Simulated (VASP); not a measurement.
# Cs3Cu (I4/mmm) in VASP: notebook

Runs on Cs3Cu. Level: PBE. Tasks: single point.

Program: VASP 6.6.1. These are calculated values, not measurements. Logs are shortened: lines on timing, memory, paths and dates and some standing lists are left out, and cuts for length are marked.

## 1. The cell of the first run

Symmetry: I4/mmm, No. 139, tetragonal system. Conventional cell: a = 5.119 Å, b = 5.119 Å, c = 11.434 Å, α = 90.00°, β = 90.00°, γ = 90.00°. Within 4.8 Å of Cs (site symmetry 4/mmm) lie 4 Cu at 3.62 Å and 8 Cs at 3.84 Å. Cs (site symmetry -4m2) has 8 Cs at 3.62 to 3.84 Å and 4 Cu at 3.84 Å within 4.8 Å. Within 4.8 Å of Cu (site symmetry 4/mmm) lie 12 Cs at 3.62 to 3.84 Å.

## 2. Single point, PBE

File INCAR:

```
ALGO = Normal ; EDIFF = 1E-6
ENCUT = 520 ; GGA = PE
ISIF = 2 ; ISMEAR = 0
LASPH = True ; LCHARG = False
LREAL = False ; LWAVE = False
NBANDS = 27 ; NELM = 100
PREC = Accurate ; SIGMA = 0.1
```

File KPOINTS:

```
k-points
0
Gamma
  6 6 6
```

File POSCAR:

```
Cs3Cu
1.0
   -2.5593095701      2.5593095701      5.7168992995
    2.5593095701     -2.5593095701      5.7168992995
    2.5593095701      2.5593095701     -5.7168992995
Cs Cu
3 1
Direct
    0.5000000000      0.5000000000      0.0000000000
    0.2500000000      0.7500000000      0.5000000000
    0.7500000000      0.2500000000      0.5000000000
    0.0000000000      0.0000000000      0.0000000000
```

Potentials or basis: VASP PAW PBE potentials, release 64 (Cs_sv, Cu).

Command:

```
$ cat potpaw_PBE.64/Cs_sv/POTCAR potpaw_PBE.64/Cu/POTCAR > POTCAR
$ mpirun -np 1 vasp_std > vasp.out
```

OUTCAR:

```text
EDIFF = 1E-6
   ENCUT = 520
   GGA = PE
   ISIF = 2
   ISMEAR = 0
   LASPH = True
   LREAL = False
   NELM = 100
   PREC = Accurate

 ion  position               nearest neighbor table
   1  0.500  0.500  0.000-
   2  0.250  0.750  0.500-
   3  0.750  0.250  0.500-
   4  0.000  0.000  0.000-

  LATTYP: Found a body centered tetragonal cell.
 ALAT       =     5.1186191402
 C/A-ratio  =     2.2337662338

  Lattice vectors:

 A1 = (  -2.5593095701,   2.5593095701,   5.7168992995)
 A2 = (   2.5593095701,  -2.5593095701,   5.7168992995)
 A3 = (   2.5593095701,   2.5593095701,  -5.7168992995)

Analysis of symmetry for initial positions (statically):
=====================================================================
 Subroutine PRICEL returns:
 Original cell was already a primitive cell.

 Routine SETGRP: Setting up the symmetry group for a
 body centered tetragonal supercell.

 Subroutine GETGRP returns: Found 16 space group operations
 (whereof 16 operations were pure point group operations)
 out of a pool of 16 trial point group operations.

The static configuration has the point symmetry D_4h.

Analysis of symmetry for dynamics (positions and initial velocities):
=====================================================================
 Subroutine PRICEL returns:
 Original cell was already a primitive cell.

 Routine SETGRP: Setting up the symmetry group for a
 body centered tetragonal supercell.

 Subroutine GETGRP returns: Found 16 space group operations
 (whereof 16 operations were pure point group operations)
 out of a pool of 16 trial point group operations.

The dynamic configuration has the point symmetry D_4h.

 Subroutine INISYM returns: Found 16 space group operations
 (whereof 16 operations are pure point group operations),
 and found     1 'primitive' translations

----------------------------------------------------------------------------------------

                                     Primitive cell

  volume of cell :     149.7843

  direct lattice vectors                    reciprocal lattice vectors
    -2.559309570  2.559309570  5.716899299     0.000000000  0.195365190  0.087459998
     2.559309570 -2.559309570  5.716899299     0.195365190  0.000000000  0.087459998
     2.559309570  2.559309570 -5.716899299     0.195365190  0.195365190  0.000000000

  length of vectors
     6.766318685  6.766318685  6.766318685     0.214048613  0.214048613  0.276288101

  position of ions in fractional coordinates (direct lattice)
     0.500000000  0.500000000  0.000000000
     0.250000000  0.750000000  0.500000000
     0.750000000  0.250000000  0.500000000
     0.000000000  0.000000000  0.000000000

  ion indices of the primitive-cell ions
   primitive index   ion index
                 1           1
                 2           2
                 3           3
                 4           4

----------------------------------------------------------------------------------------

 KPOINTS: k-points

Automatic generation of k-mesh.
 Grid dimensions read from file:
 generate k-points for:    6    6    6

 Generating k-lattice:

  Cartesian coordinates                     Fractional coordinates (reciprocal lattice)
     0.000000000  0.032560865  0.014576666     0.166666667  0.000000000  0.000000000
     0.032560865  0.000000000  0.014576666     0.000000000  0.166666667  0.000000000
     0.032560865  0.032560865  0.000000000     0.000000000  0.000000000  0.166666667

  Length of vectors
     0.035674769  0.035674769  0.046048017

  Shift w.r.t. Gamma in fractional coordinates (k-lattice)
     0.000000000  0.000000000  0.000000000

 Subroutine IBZKPT returns following result:
 ===========================================

 Found     30 irreducible k-points:

 Following reciprocal coordinates:
            Coordinates               Weight
  0.000000  0.000000  0.000000      1.000000
  0.166667  0.000000 -0.000000      8.000000
  0.333333  0.000000  0.000000      8.000000
  0.500000 -0.000000  0.000000      4.000000
  0.166667  0.166667  0.000000      8.000000
  0.333333  0.166667  0.000000     16.000000
[... 16 lines left out ...]
 -0.333333 -0.333333  0.166667      8.000000
 -0.166667 -0.333333  0.166667      8.000000
 [... further k-points ...]
   k-points           NKPTS =     30   k-points in BZ     NKDIM =     30   number of bands    NBANDS=     27
   number of dos      NEDOS =    301   number of ions     NIONS =      4
   total plane-waves  NPLWV = 125000
   dimension x,y,z NGX =    50 NGY =   50 NGZ =   50
   dimension x,y,z NGXF=   100 NGYF=  100 NGZF=  100
   ions per type =               3   1
   NGX,Y,Z   is equivalent  to a cutoff of  12.28, 12.28, 12.28 a.u.
   NGXF,Y,Z  is equivalent  to a cutoff of  24.57, 24.57, 24.57 a.u.
 SYSTEM =  unknown system
   PREC   = accura    normal or accurate (medium, high low for compatibility)
   ISTART =      0    job   : 0-new  1-cont  2-samecut
   ICHARG =      2    charge: 1-file 2-atom 10-const
   ISPIN  =      1    spin polarized calculation?
   LNONCOLLINEAR =      F non collinear calculations
   LSORBIT =      F    spin-orbit coupling
   LASPH  =      T    aspherical Exc in radial PAW
   ENCUT  =  520.0 eV  38.22 Ry    6.18 a.u.  12.58 12.58 12.58*2*pi/ulx,y,z
   NELM   =    100;   NELMIN=  2; NELMDL= -5     # of ELM steps
   EDIFF  = 0.1E-05   stopping-criterion for ELM
   LREAL  =      F    real-space projection
   EDIFFG = 0.1E-04   stopping-criterion for IOM
   NSW    =      0    number of steps for IOM
   IBRION =     -1    ionic relax: 0-MD 1-quasi-New 2-CG
   NFREE  =      0    steps in history (QN), initial steepest desc. (CG)
   ISIF   =      2    stress and relaxation
   ISYM   =      2    0-nonsym 1-usesym 2-fastsym
   POTIM  = 0.5000    time-step for ionic-motion
   TEBEG  =    0.0;   TEEND  =   0.0 temperature during run
   PSTRESS=    0.0 pullay stress
   NELECT =      38.0000    total number of electrons
   NUPDOWN=      -1.0000    fix difference up-down
   EMIN   =  10.00;   EMAX   =-10.00  energy-range for DOS
   EFERMI =   0.00;   METHOD = LEGACY
   ISMEAR =     0;   SIGMA  =   0.10  broadening in eV -4-tet -1-fermi 0-gaus
   EFERMI_NEDOS =   21; number of points for ismear=-14 and -15
   IALGO  =     38    algorithm
   IMIX   =      4    mixing-type and parameters
     AMIX     =   0.40;   BMIX     =  1.00
     AMIX_MAG =   1.60;   BMIX_MAG =  1.00
  volume/ion in A,a.u.               =      37.45       252.70
  Fermi-wavevector in a.u.,A,eV,Ry     =   1.036368  1.958451 14.613453  1.074059
  Thomas-Fermi vector in A             =   2.170755
   LORBIT       =      0    0 simple, 1 ext, 2 COOP (PROOUT), +10 PAW based schemes
   GGA     = PE    functional components
   LHFCALC =     F    Hartree Fock is set to
   AEXX    =    0.0000 exact exchange contribution
   IVDW    =     0    specifies the selected vdW correction
   LEPSILON=     F    determine dielectric tensor
   LRPA    =     F    only Hartree local field effects (RPA)
 non-spin polarized calculation
 Gauss-broadening in eV      SIGMA  =   0.10
  energy-cutoff  :      520.00
  volume of cell :      149.78
 maximum number of plane-waves:      4085
   NGX = 25   NGY = 25   NGZ = 25

 number of electron      38.0000004 magnetization

 Free energy of the ion-electron system (eV)
  ---------------------------------------------------
  ext. energy  EPLUGINS =         0.00000000
  ---------------------------------------------------
  free energy    TOTEN  =        -3.62650471 eV

  energy without entropy =       -3.60809288  energy(sigma->0) =       -3.61729880

 E-fermi :   4.1686     XC(G=0):  -8.7819

 val. band max:        4.1491326846   @ k =  -0.3333   0.3333   0.3333
 cond. band min:       4.1784397133   @ k =   0.3333   0.1667   0.1667
 fundamental gap:      0.0293070287
 Fermi energy:         4.1685788689

 k-point     1 :       0.0000    0.0000    0.0000
  band No.  band energies     occupation
      1     -20.0634      2.00000
      2     -19.4675      2.00000
      3     -19.4343      2.00000
      4      -7.6545      2.00000
      5      -7.4838      2.00000
      6      -7.4838      2.00000
[... 19 lines left out ...]
     26       7.1906      0.00000
     27       7.4078      0.00000

 k-point     2 :       0.1667    0.0000   -0.0000
  band No.  band energies     occupation
      1     -20.0217      2.00000
      2     -19.5037      2.00000
      3     -19.4427      2.00000
      4      -7.6616      2.00000
      5      -7.4029      2.00000
      6      -7.3436      2.00000
[... 19 lines left out ...]
     26       7.1165      0.00000
     27       7.2943      0.00000

 k-point     3 :       0.3333    0.0000    0.0000
  band No.  band energies     occupation
      1     -19.9087      2.00000
      2     -19.6059      2.00000
      3     -19.4594      2.00000
      4      -7.5444      2.00000
      5      -7.1766      2.00000
      6      -7.1759      2.00000
[... 19 lines left out ...]
     26       7.1927      0.00000
     27       7.2013      0.00000

 k-point     4 :       0.5000   -0.0000    0.0000
  band No.  band energies     occupation
      1     -19.7757      2.00000
      2     -19.7338      2.00000
      3     -19.4676      2.00000
      4      -7.4223      2.00000
      5      -7.0872      2.00000
      6      -6.9262      2.00000
[... 19 lines left out ...]
     26       7.2370      0.00000
     27       7.3798      0.00000

 k-point     5 :       0.1667    0.1667    0.0000
  band No.  band energies     occupation
      1     -19.9767      2.00000
      2     -19.5340      2.00000
      3     -19.4595      2.00000
      4      -7.7423      2.00000
      5      -7.3669      2.00000
      6      -7.1254      2.00000
[... 19 lines left out ...]
     26       6.9209      0.00000
     27       7.3860      0.00000

 k-point     6 :       0.3333    0.1667    0.0000
  band No.  band energies     occupation
      1     -19.8719      2.00000
      2     -19.6225      2.00000
      3     -19.4774      2.00000
      4      -7.7330      2.00000
      5      -7.3366      2.00000
      6      -6.9764      2.00000
[... 444 lines left out ...]
      1     -19.8474      2.00000
      2     -19.6303      2.00000
      3     -19.4972      2.00000
      4      -7.6609      2.00000
      5      -7.3474      2.00000
      6      -7.0534      2.00000
[... 19 lines left out ...]
     26       7.1861      0.00000
     27       7.4151      0.00000

 k-point    22 :      -0.1667    0.5000    0.1667
  band No.  band energies     occupation
      1     -19.8794      2.00000
      2     -19.6194      2.00000
      3     -19.4792      2.00000
      4      -7.3546      2.00000
      5      -7.2841      2.00000
      6      -7.2500      2.00000
[... 19 lines left out ...]
     26       6.7132      0.00000
     27       7.2153      0.00000

 k-point    23 :      -0.3333   -0.3333    0.1667
  band No.  band energies     occupation
      1     -19.9443      2.00000
      2     -19.5348      2.00000
      3     -19.4971      2.00000
      4      -7.6885      2.00000
      5      -7.2833      2.00000
      6      -7.2013      2.00000
[... 19 lines left out ...]
     26       7.2670      0.00000
     27       7.4997      0.00000

 k-point    24 :      -0.1667   -0.3333    0.1667
  band No.  band energies     occupation
      1     -19.9937      2.00000
      2     -19.5074      2.00000
      3     -19.4728      2.00000
      4      -7.5323      2.00000
      5      -7.4668      2.00000
      6      -7.3714      2.00000
[... 19 lines left out ...]
     26       7.0091      0.00000
     27       7.3183      0.00000

 [... further k-points ...]

------------------------ aborting loop because EDIFF is reached ----------------------------------------

  FORCE on cell =-STRESS in cart. coord.  units (eV):
  Direction    XX          YY          ZZ          XY          YZ          ZX
  --------------------------------------------------------------------------------------
  -------------------------------------------------------------------------------------
  Total        4.5495317      4.5495317      3.8405583      0.0000000     -0.0000000      0.0000000
  in kB       48.6643701     48.6643701     41.0807885      0.0000000     -0.0000000      0.0000000
  external PRESSURE =      46.1365096 kB  Pullay stress =       0.0000000 kB

 VOLUME and BASIS-vectors are now :
 -----------------------------------------------------------------------------
  energy-cutoff  :      520.00
  volume of cell :      149.78
      direct lattice vectors                 reciprocal lattice vectors
    -2.559309570  2.559309570  5.716899299     0.000000000  0.195365190  0.087459998
     2.559309570 -2.559309570  5.716899299     0.195365190  0.000000000  0.087459998
     2.559309570  2.559309570 -5.716899299     0.195365190  0.195365190  0.000000000

 POSITION                                       TOTAL-FORCE (eV/Angst)
 -----------------------------------------------------------------------------------
      0.00000      0.00000      5.71690        -0.000000      0.000000     -0.000000
      2.55931      0.00000      2.85845        -0.000000     -0.000000     -0.000000
      0.00000      2.55931      2.85845         0.000000      0.000000      0.000000
      0.00000      0.00000      0.00000        -0.000000      0.000000     -0.000000
 -----------------------------------------------------------------------------------
    total drift:                               -0.000000      0.000000     -0.000000

  FREE ENERGIE OF THE ION-ELECTRON SYSTEM (eV)
  ---------------------------------------------------
  free  energy   TOTEN  =        -3.6265047112 eV

  energy  without entropy=       -3.6080928812  energy(sigma->0) =       -3.61729880
```

Wall time 2.3 min (1 thread of AMD EPYC 9R45 (Zen 5), shared host); peak memory 0.37 GiB.

Results:

| Property | Result |
| --- | --- |
| Free energy | -3.6265 eV |
| Pressure | 4.6 GPa |
| Band gap on the k mesh | zero (band 19 reaches 4.53 eV, above the bottom of band 20 at 3.60 eV) |

Stress tensor (GPa, compression positive):
```
4.87 0.00 0.00
0.00 4.87 0.00
0.00 0.00 4.11
```

Caveat: spin-orbit coupling is left out, which moves the levels of the heavy elements.

## 3. Single point, PBE

This run uses another cell than the first one, of 65.83 Å³/atom, 1.758 times its volume.

File INCAR:

```
  ALGO = Fast
  EDIFF = 1E-6
  ENCUT = 520
  GGA = PE
  ISIF = 2
  ISMEAR = 0
  LASPH = True
  LCHARG = True
  LELF = True
  LREAL = False
  LVHAR = True
  LWAVE = False
  NBANDS = 27
  NELM = 60
  PREC = Accurate
  SIGMA = 0.1
```

KPOINTS is that of step 2.

File POSCAR:

```
Cs3Cu
1.0
   -3.1867048460      3.1867048460      6.4824446025
    3.1867048460     -3.1867048460      6.4824446025
    3.1867048460      3.1867048460     -6.4824446025
Cs Cu
3 1
Direct
    0.5000000000      0.5000000000      0.0000000000
    0.2500000000      0.7500000000      0.5000000000
    0.7500000000      0.2500000000      0.5000000000
    0.0000000000      0.0000000000      0.0000000000
```

Potentials or basis: VASP PAW PBE potentials, release 64 (Cs_sv, Cu).

Command:

```
$ cat potpaw_PBE.64/Cs_sv/POTCAR potpaw_PBE.64/Cu/POTCAR > POTCAR
$ mpirun -np 1 vasp_std > vasp.out
```

It took 5.9 min on 1 thread of AMD EPYC 9R45 (Zen 5), shared host; peak memory 0.57 GiB.

It converged, with:

```yaml
Free_energy: -4.7837 eV
Pressure: 0.0 GPa
Band_gap_on_the_k_mesh: zero (band 19 reaches 1.59 eV, above the bottom of band 20 at 1.32 eV)
```

Levels at points of the mesh, in eV from the Fermi level:
```tsv
k point	band 15	band 16	band 17	band 18	band 19	band 20	band 21	band 22	band 23	band 24
(0.00, 0.00, 0.00)	-1.58	-1.58	-1.56	-1.56	-0.16	0.31	1.16	1.16	1.28	1.83
(0.50, 0.00, 0.00)	-1.57	-1.57	-1.56	-1.55	-0.59	0.46	1.03	1.05	1.06	1.69
(0.50, 0.50, 0.00)	-1.59	-1.56	-1.56	-1.55	0.04	0.44	0.50	1.00	1.22	1.72
(0.50, 0.50, 0.50)	-1.58	-1.58	-1.58	-1.58	-0.90	0.00	0.96	1.29	1.29	1.51
```

Caveat: spin-orbit coupling is left out, which moves the levels of the heavy elements.
